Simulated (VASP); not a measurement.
MgZnTe2:

```xyz
4
Lattice="4.4327 0.0000 0.0000 0.0000 4.4327 0.0000 0.0000 0.0000 6.3420" Properties=species:S:1:pos:R:3 pbc="T T T"
Mg    0.0000    0.0000    0.0000
Te    0.0000    2.2164    1.6803
Te    2.2164    0.0000    4.6617
Zn    2.2164    2.2164    3.1710
```

Base run:

```yaml
Program: VASP 6.6.1
Functional: r2SCAN
Potentials_or_basis: VASP PAW PBE potentials, release 64 (Mg, Te, Zn)
Cutoff: 520 eV
k_mesh: 6 × 6 × 4
Occupations: gaussian, width 0.01 eV
Spin: no spin polarisation
```

Its results: band gap on the k mesh 2.10 eV, direct; pressure 0.0 GPa; largest force 0.023 eV/Å.

Task: The run is repeated on the same cell with these changes: functional from r2SCAN to PBE. What comes out?

Result: Band gap on the k mesh 1.57 eV, direct; pressure 1.1 GPa; largest force 0.057 eV/Å.

r2SCAN gives the wider gap, since meta-GGAs in the generalised Kohn-Sham scheme recover part of the derivative discontinuity.

Caveats: spin-orbit coupling is left out, which moves the levels of the heavy elements; the PAW data sets were made with another functional, which shifts forces and pressure a little (some runs).

A k mesh can miss the band edges.
